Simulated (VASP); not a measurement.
Runs of VASP 6.6.1 on SnSe2. The structure is that of space group P-3m1 (No. 164), or close to it. The cells are those of the table. 

```tsv
cell	gap on the mesh (eV)	pressure (GPa)	largest force (eV/Å)
a = 3.648, b = 3.648, c = 6.659 Å, angles 90.0, 90.0, 120.0°, 3 atoms	none	(a)	0.87
a = 3.648, b = 3.648, c = 7.308 Å, angles 90.0, 90.0, 120.0°, 3 atoms	none	-4.1	1.69
a = 3.648, b = 3.648, c = 4.712 Å, angles 90.0, 90.0, 120.0°, 3 atoms	none	(c)	4.58
a = 3.696, b = 3.696, c = 6.659 Å, angles 90.0, 90.0, 120.0°, 3 atoms	none	-1.5	0.99
a = 3.648, b = 3.648, c = 6.984 Å, angles 90.0, 90.0, 120.0°, 3 atoms	none	-2.4	1.36
a = 4.032, b = 4.032, c = 5.685 Å, angles 90.0, 90.0, 120.0°, 3 atoms	none	-2.5	0.21
a = 3.744, b = 3.744, c = 6.659 Å, angles 90.0, 90.0, 120.0°, 3 atoms	none	-2.9	1.08
a = 4.032, b = 4.032, c = 6.010 Å, angles 90.0, 90.0, 120.0°, 3 atoms	none	-5.1	0.37
a = 3.984, b = 3.984, c = 5.685 Å, angles 90.0, 90.0, 120.0°, 3 atoms	none	-1.1	0.32
a = 3.792, b = 3.792, c = 6.659 Å, angles 90.0, 90.0, 120.0°, 3 atoms	none	-4.2	1.18
a = 3.696, b = 3.696, c = 6.984 Å, angles 90.0, 90.0, 120.0°, 3 atoms	none	(b)	1.47
```

Alike in all rows: task single point; level PBE+D3(BJ); potentials or basis VASP PAW PBE potentials, release 64 (Sn_d, Se); no spin polarisation; k mesh 12 × 12 × 6; cutoff (eV) 500; smearing gaussian 0.03 eV.

Q: Fill in the values left out.

A: (a) 0.2; (b) -3.7; (c) 50.2.

Caveats: spin-orbit coupling is left out, which moves the levels of the heavy elements; semilocal functionals underestimate gaps, and a narrow one can read as zero (at least some runs); forces of over 1 eV/Å act on the atoms, so gaps and moduli don't describe the material at rest (at least some runs); the stress differs along the axes, from -8 to 4 GPa (at least some runs); the stress differs along the axes, from -15 to 1 GPa (at least some runs); the cell stands under pressure (at least some runs); the stress differs along the axes, from -8 to 2 GPa (at least some runs).

A k mesh can miss the band edges, and the runs leave out spin-orbit coupling on Se, Sn.

A gap of «none» marks levels without a gap at the run's occupations.
